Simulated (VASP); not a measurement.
## Ta: single point with PBE

Ta:

```
CELL_PARAMETERS angstrom
-1.65940 1.65940 1.65940
1.65940 -1.65940 1.65940
1.65940 1.65940 -1.65940
ATOMIC_POSITIONS crystal
Ta 0.00000 0.00000 0.00000
```

* Program: VASP 6.6.1
* Task: single point
* Functional: PBE
* Potentials or basis: VASP PAW PBE potentials, release 64 (Ta_pv)
* Cutoff: 520 eV
* k mesh: 14 × 14 × 14
* Occupations: fermi-dirac, width 0.05 eV
* Spin: no spin polarisation
* Dipole correction: no
* Further INCAR settings: ALGO = Normal; EDIFF = 1e-07; NBANDS = 12

```yaml
Pressure: 0.1 GPa
Band_gap_on_the_k_mesh: zero (an odd number of electrons rules out a gap without spin polarisation)
```

Levels at points of the mesh, in eV from the Fermi level:
| k point | band 3 | band 4 | band 5 | band 6 | band 7 | band 8 |
| --- | --- | --- | --- | --- | --- | --- |
| (0.00, 0.00, 0.00) | -33.13 | -7.86 | 0.73 | 0.73 | 0.73 | 3.95 |
| (0.50, 0.00, 0.00) | -33.14 | -4.31 | -1.50 | 1.52 | 3.83 | 4.84 |
| (0.50, 0.50, 0.50) | -33.91 | -3.72 | -3.72 | 6.71 | 6.71 | 6.71 |

Run time: 18 s on 1 thread of Intel Xeon 8259CL (shared host), peak memory 0.15 GiB.

Caveat: spin-orbit coupling is left out, which moves the levels of the heavy elements.
